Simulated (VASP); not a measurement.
# Al3InSb4 in VASP: further runs

The runs below take Al3InSb4 through single point, with PBE.

Program: VASP 6.6.1. These are calculated values, not measurements. Logs are shortened: lines on timing, memory, paths and dates and some standing lists are left out, and cuts for length are marked.

## 1. The cell of the first run

It takes space group P-4m2 (No. 115, tetragonal). Conventional cell: a = 4.473 Å, b = 4.473 Å, c = 12.641 Å, α = 90.00°, β = 90.00°, γ = 90.00°. Within 3.6 Å of Al (site symmetry 2mm) lie 4 Sb at 2.70 to 2.71 Å. Within 3.6 Å of Al (site symmetry -4m2) lie 4 Sb at 2.71 Å. Within 3.7 Å of In (site symmetry -4m2) lie 4 Sb at 2.83 Å. Sb (site symmetry 2mm) has 2 Al at 2.70 Å and 2 In at 2.83 Å within 3.6 Å. Sb (site symmetry 2mm) has 4 Al at 2.71 Å within 3.6 Å.

## 2. Single point, PBE

INCAR reads:

```
PREC = Accurate
ENCUT = 520
EDIFF = 1E-6
ISMEAR = 0
SIGMA = 0.1
LREAL = False
LASPH = True
NELM = 100
ALGO = Normal
ISIF = 2
LWAVE = False
LCHARG = False
GGA = PE
NBANDS = 31
```

KPOINTS reads:

```
Automatic mesh
0
Gamma
  4 4 1
```

POSCAR reads:

```
Al3InSb4
1.0
    4.4725159000      0.0000000000      0.0000000000
    0.0000000000      4.4725159000      0.0000000000
    0.0000000000      0.0000000000     12.6405638000
Al In Sb
3 1 4
Direct
    0.0000000000      0.0000000000      0.2575320000
    0.5000000000      0.5000000000      0.5000000000
    0.0000000000      0.0000000000      0.7424680000
    0.5000000000      0.5000000000      0.0000000000
    0.5000000000      0.0000000000      0.8622030000
    0.0000000000      0.5000000000      0.1377970000
    0.5000000000      0.0000000000      0.3788230000
    0.0000000000      0.5000000000      0.6211770000
```

Potentials or basis: VASP PAW PBE potentials, release 64 (Al, In_d, Sb).

Started as:

```
$ cat potpaw_PBE.64/Al/POTCAR potpaw_PBE.64/In_d/POTCAR potpaw_PBE.64/Sb/POTCAR > POTCAR
$ mpirun -np 1 vasp_std > vasp.out
```

OUTCAR:

```text
PREC = Accurate
   ENCUT = 520
   EDIFF = 1E-6
   ISMEAR = 0
   LREAL = False
   LASPH = True
   NELM = 100
   ISIF = 2
   GGA = PE

 ion  position               nearest neighbor table
   1  0.000  0.000  0.258-   6 2.70   6 2.70   7 2.71   7 2.71
   2  0.500  0.500  0.500-   7 2.71   8 2.71   7 2.71   8 2.71
   3  0.000  0.000  0.742-   5 2.70   5 2.70   8 2.71   8 2.71
   4  0.500  0.500  0.000-   5 2.83   6 2.83   5 2.83   6 2.83
   5  0.500  0.000  0.862-   3 2.70   3 2.70   4 2.83   4 2.83
   6  0.000  0.500  0.138-   1 2.70   1 2.70   4 2.83   4 2.83
   7  0.500  0.000  0.379-   2 2.71   2 2.71   1 2.71   1 2.71
   8  0.000  0.500  0.621-   2 2.71   2 2.71   3 2.71   3 2.71

  LATTYP: Found a simple tetragonal cell.
 ALAT       =     4.4725159000
 C/A-ratio  =     2.8262758775

  Lattice vectors:

 A1 = (   4.4725159000,   0.0000000000,   0.0000000000)
 A2 = (   0.0000000000,   4.4725159000,   0.0000000000)
 A3 = (   0.0000000000,   0.0000000000,  12.6405638000)

Analysis of symmetry for initial positions (statically):
=====================================================================
 Subroutine PRICEL returns:
 Original cell was already a primitive cell.

 Routine SETGRP: Setting up the symmetry group for a
 simple tetragonal supercell.

 Subroutine GETGRP returns: Found  8 space group operations
 (whereof  8 operations were pure point group operations)
 out of a pool of 16 trial point group operations.

The static configuration has the point symmetry D_2d.

Analysis of symmetry for dynamics (positions and initial velocities):
=====================================================================
 Subroutine PRICEL returns:
 Original cell was already a primitive cell.

 Routine SETGRP: Setting up the symmetry group for a
 simple tetragonal supercell.

 Subroutine GETGRP returns: Found  8 space group operations
 (whereof  8 operations were pure point group operations)
 out of a pool of 16 trial point group operations.

The dynamic configuration has the point symmetry D_2d.

 Subroutine INISYM returns: Found  8 space group operations
 (whereof  8 operations are pure point group operations),
 and found     1 'primitive' translations

----------------------------------------------------------------------------------------

                                     Primitive cell

  volume of cell :     252.8542

  direct lattice vectors                    reciprocal lattice vectors
     4.472515900  0.000000000  0.000000000     0.223587802  0.000000000  0.000000000
     0.000000000  4.472515900  0.000000000     0.000000000  0.223587802  0.000000000
     0.000000000  0.000000000 12.640563800     0.000000000  0.000000000  0.079110395

  length of vectors
     4.472515900  4.472515900 12.640563800     0.223587802  0.223587802  0.079110395

  position of ions in fractional coordinates (direct lattice)
     0.000000000  0.000000000  0.257532000
     0.500000000  0.500000000  0.500000000
     0.000000000  0.000000000  0.742468000
     0.500000000  0.500000000  0.000000000
     0.500000000  0.000000000  0.862203000
     0.000000000  0.500000000  0.137797000
     0.500000000  0.000000000  0.378823000
     0.000000000  0.500000000  0.621177000

  ion indices of the primitive-cell ions
   primitive index   ion index
                 1           1
                 2           2
                 3           3
                 4           4
                 5           5
                 6           6
                 7           7
                 8           8

----------------------------------------------------------------------------------------

 KPOINTS: Automatic mesh

Automatic generation of k-mesh.
 Grid dimensions read from file:
 generate k-points for:    4    4    1

 Generating k-lattice:

  Cartesian coordinates                     Fractional coordinates (reciprocal lattice)
     0.055896951  0.000000000  0.000000000     0.250000000  0.000000000  0.000000000
     0.000000000  0.055896951  0.000000000     0.000000000  0.250000000  0.000000000
     0.000000000  0.000000000  0.079110395     0.000000000  0.000000000  1.000000000

  Length of vectors
     0.055896951  0.055896951  0.079110395

  Shift w.r.t. Gamma in fractional coordinates (k-lattice)
     0.000000000  0.000000000  0.000000000

 Subroutine IBZKPT returns following result:
 ===========================================

 Found      6 irreducible k-points:

 Following reciprocal coordinates:
            Coordinates               Weight
  0.000000  0.000000  0.000000      1.000000
  0.250000  0.000000  0.000000      4.000000
  0.500000  0.000000  0.000000      2.000000
  0.250000  0.250000  0.000000      4.000000
  0.500000  0.250000  0.000000      4.000000
  0.500000  0.500000  0.000000      1.000000
   k-points           NKPTS =      6   k-points in BZ     NKDIM =      6   number of bands    NBANDS=     31
   number of dos      NEDOS =    301   number of ions     NIONS =      8
   total plane-waves  NPLWV = 124416
   dimension x,y,z NGX =    36 NGY =   36 NGZ =   96
   dimension x,y,z NGXF=    72 NGYF=   72 NGZF=  192
   ions per type =               3   1   4
   NGX,Y,Z   is equivalent  to a cutoff of  13.38, 13.38, 12.63 a.u.
   NGXF,Y,Z  is equivalent  to a cutoff of  26.76, 26.76, 25.25 a.u.
 SYSTEM =  unknown system
   PREC   = accura    normal or accurate (medium, high low for compatibility)
   ISTART =      0    job   : 0-new  1-cont  2-samecut
   ICHARG =      2    charge: 1-file 2-atom 10-const
   ISPIN  =      1    spin polarized calculation?
   LNONCOLLINEAR =      F non collinear calculations
   LSORBIT =      F    spin-orbit coupling
   LASPH  =      T    aspherical Exc in radial PAW
   ENCUT  =  520.0 eV  38.22 Ry    6.18 a.u.   8.32  8.32 23.50*2*pi/ulx,y,z
   NELM   =    100;   NELMIN=  2; NELMDL= -5     # of ELM steps
   EDIFF  = 0.1E-05   stopping-criterion for ELM
   LREAL  =      F    real-space projection
   EDIFFG = 0.1E-04   stopping-criterion for IOM
   NSW    =      0    number of steps for IOM
   IBRION =     -1    ionic relax: 0-MD 1-quasi-New 2-CG
   NFREE  =      0    steps in history (QN), initial steepest desc. (CG)
   ISIF   =      2    stress and relaxation
   ISYM   =      2    0-nonsym 1-usesym 2-fastsym
   POTIM  = 0.5000    time-step for ionic-motion
   TEBEG  =    0.0;   TEEND  =   0.0 temperature during run
   PSTRESS=    0.0 pullay stress
   NELECT =      42.0000    total number of electrons
   NUPDOWN=      -1.0000    fix difference up-down
   EMIN   =  10.00;   EMAX   =-10.00  energy-range for DOS
   EFERMI =   0.00;   METHOD = LEGACY
   ISMEAR =     0;   SIGMA  =   0.10  broadening in eV -4-tet -1-fermi 0-gaus
   EFERMI_NEDOS =   21; number of points for ismear=-14 and -15
   IALGO  =     38    algorithm
   IMIX   =      4    mixing-type and parameters
     AMIX     =   0.40;   BMIX     =  1.00
     AMIX_MAG =   1.60;   BMIX_MAG =  1.00
  volume/ion in A,a.u.               =      31.61       213.29
  Fermi-wavevector in a.u.,A,eV,Ry     =   0.899914  1.700592 11.018622  0.809846
  Thomas-Fermi vector in A             =   2.022807
   LORBIT       =      0    0 simple, 1 ext, 2 COOP (PROOUT), +10 PAW based schemes
   GGA     = PE    functional components
   LHFCALC =     F    Hartree Fock is set to
   AEXX    =    0.0000 exact exchange contribution
   IVDW    =     0    specifies the selected vdW correction
   LEPSILON=     F    determine dielectric tensor
   LRPA    =     F    only Hartree local field effects (RPA)
 non-spin polarized calculation
 Gauss-broadening in eV      SIGMA  =   0.10
  energy-cutoff  :      520.00
  volume of cell :      252.85
 maximum number of plane-waves:      6864
 NGX is ok and might be reduce to    36
   NGX = 17   NGY = 17   NGZ = 47

 number of electron      42.0000008 magnetization

 Free energy of the ion-electron system (eV)
  ---------------------------------------------------
  ext. energy  EPLUGINS =         0.00000000
  ---------------------------------------------------
  free energy    TOTEN  =       -31.32389475 eV

  energy without entropy =      -31.32389473  energy(sigma->0) =      -31.32389474

 E-fermi :   4.8584     XC(G=0):  -8.4707

 val. band max:        4.4916819556   @ k =   0.0000   0.0000   0.0000
 cond. band min:       5.2157994528   @ k =   0.0000   0.0000   0.0000
 fundamental gap:      0.7241174972
 Fermi energy:         4.8583683073

 k-point     1 :       0.0000    0.0000    0.0000
  band No.  band energies     occupation
      1      -9.9261      2.00000
      2      -9.8641      2.00000
      3      -9.8641      2.00000
      4      -9.8147      2.00000
      5      -9.8122      2.00000
      6      -6.0029      2.00000
[... 23 lines left out ...]
     30       7.5017      0.00000
     31       7.5837      0.00000

 k-point     2 :       0.2500    0.0000    0.0000
  band No.  band energies     occupation
      1      -9.9158      2.00000
      2      -9.8790      2.00000
      3      -9.8632      2.00000
      4      -9.8164      2.00000
      5      -9.8110      2.00000
      6      -5.6530      2.00000
[... 23 lines left out ...]
     30       8.3110      0.00000
     31       8.8727      0.00000

 k-point     3 :       0.5000    0.0000    0.0000
  band No.  band energies     occupation
      1      -9.9117      2.00000
      2      -9.8882      2.00000
      3      -9.8622      2.00000
      4      -9.8206      2.00000
      5      -9.8064      2.00000
      6      -4.8229      2.00000
[... 23 lines left out ...]
     30       8.9409      0.00000
     31       9.1245      0.00000

 k-point     4 :       0.2500    0.2500    0.0000
  band No.  band energies     occupation
      1      -9.9090      2.00000
      2      -9.8866      2.00000
      3      -9.8629      2.00000
      4      -9.8211      2.00000
      5      -9.8084      2.00000
      6      -5.3148      2.00000
[... 23 lines left out ...]
     30       9.0442      0.00000
     31       9.0579      0.00000

 k-point     5 :       0.5000    0.2500    0.0000
  band No.  band energies     occupation
      1      -9.9097      2.00000
      2      -9.8944      2.00000
      3      -9.8558      2.00000
      4      -9.8258      2.00000
      5      -9.8049      2.00000
      6      -4.5628      2.00000
[... 23 lines left out ...]
     30       9.3385      0.00000
     31       9.4510      0.00000

 k-point     6 :       0.5000    0.5000    0.0000
  band No.  band energies     occupation
      1      -9.9077      2.00000
      2      -9.9077      2.00000
      3      -9.8429      2.00000
      4      -9.8310      2.00000
      5      -9.8027      2.00000
      6      -4.2332      2.00000
[... 23 lines left out ...]
     30       8.8087      0.00000
     31       8.8087      0.00000

------------------------ aborting loop because EDIFF is reached ----------------------------------------

  FORCE on cell =-STRESS in cart. coord.  units (eV):
  Direction    XX          YY          ZZ          XY          YZ          ZX
  --------------------------------------------------------------------------------------
  -------------------------------------------------------------------------------------
  Total        0.4936993      0.4936993     -0.4768500      0.0000000      0.0000000      0.0000000
  in kB        3.1282599      3.1282599     -3.0214968      0.0000000      0.0000000      0.0000000
  external PRESSURE =       1.0783410 kB  Pullay stress =       0.0000000 kB

 VOLUME and BASIS-vectors are now :
 -----------------------------------------------------------------------------
  energy-cutoff  :      520.00
  volume of cell :      252.85
      direct lattice vectors                 reciprocal lattice vectors
     4.472515900  0.000000000  0.000000000     0.223587802  0.000000000  0.000000000
     0.000000000  4.472515900  0.000000000     0.000000000  0.223587802  0.000000000
     0.000000000  0.000000000 12.640563800     0.000000000  0.000000000  0.079110395

 POSITION                                       TOTAL-FORCE (eV/Angst)
 -----------------------------------------------------------------------------------
      0.00000      0.00000      3.25535         0.000000      0.000000     -0.003445
      2.23626      2.23626      6.32028         0.000000      0.000000      0.000000
      0.00000      0.00000      9.38521         0.000000      0.000000      0.003445
      2.23626      2.23626      0.00000         0.000000     -0.000000      0.000000
      2.23626      0.00000     10.89873         0.000000      0.000000     -0.009305
      0.00000      2.23626      1.74183        -0.000000      0.000000      0.009305
      2.23626      0.00000      4.78854         0.000000      0.000000     -0.004377
      0.00000      2.23626      7.85203         0.000000      0.000000      0.004377
 -----------------------------------------------------------------------------------
    total drift:                                0.000000      0.000000      0.000000

  FREE ENERGIE OF THE ION-ELECTRON SYSTEM (eV)
  ---------------------------------------------------
  free  energy   TOTEN  =       -31.3238947536 eV

  energy  without entropy=      -31.3238947334  energy(sigma->0) =      -31.32389474
```

It took 1.8 min on 1 thread of Intel Xeon 8259CL, shared host; peak memory 0.36 GiB.

Results:

```yaml
Free_energy: -31.3239 eV
Pressure: 0.1 GPa
Largest_force: 0.009 eV/Å
Band_gap_on_the_k_mesh: 0.72 eV
```

Forces in eV/Å, atoms in the order of the input:
```
Al   0.000  0.000 -0.003
Al   0.000  0.000  0.000
Al   0.000  0.000  0.003
In   0.000  0.000  0.000
Sb   0.000  0.000 -0.009
Sb   0.000  0.000  0.009
Sb   0.000  0.000 -0.004
Sb   0.000  0.000  0.004
```

Caveat: the k points lie up to 0.50 Å⁻¹ apart; spin-orbit coupling is left out, which moves the levels of the heavy elements; an odd mesh through Γ misses points on the zone boundary, where band edges can lie.

(Part 1 of 2 ends here.)
